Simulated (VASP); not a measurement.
A run of VASP 6.6.1 is set up as follows.

Contents of INCAR:

```
ALGO = Fast
EDIFF = 1E-6
ENCUT = 520
GGA = PS
ISIF = 2
ISMEAR = 0
LASPH = T
LCHARG = F
LREAL = F
LWAVE = F
NBANDS = 26
NELM = 80
PREC = Accurate
SIGMA = 0.15
```

File KPOINTS:

```
k-points
0
Gamma
  10 10 10
```

The input POSCAR:

```
Al2Cu
1.0
   -2.9366000000      2.9366000000      2.4379500000
    2.9366000000     -2.9366000000      2.4379500000
    2.9366000000      2.9366000000     -2.4379500000
Al Cu
4 2
Direct
    0.1593210787      0.6593210787      0.8186421574
    0.6593210787      0.8406789213      0.5000000000
    0.8406789213      0.3406789213      0.1813578426
    0.3406789213      0.1593210787      0.5000000000
    0.7500000000      0.7500000000      0.0000000000
    0.2500000000      0.2500000000      0.0000000000
```

Potentials or basis: VASP PAW PBE potentials, release 64 (Al, Cu).

Run with:

```console
$ cat potpaw_PBE.64/Al/POTCAR potpaw_PBE.64/Cu/POTCAR > POTCAR
$ mpirun -np 1 vasp_std > vasp.out
```

Q: Predict the band gap on the k mesh.

A: Zero (bands 17 and 18 overlap by 4.21 eV).

Q: Estimate the pressure.

A: 3.9 GPa.

Q: Estimate the largest force.

A: 0.070 eV/Å.

Forces in eV/Å, atoms in the order of the input:
```
Al   0.050  0.050  0.000
Al  -0.050  0.050  0.000
Al  -0.050 -0.050  0.000
Al   0.050 -0.050  0.000
Cu   0.000  0.000  0.000
Cu   0.000  0.000  0.000
```

Caveat: the cell stands under pressure; the PAW data sets were made with another functional, which shifts forces and pressure a little.
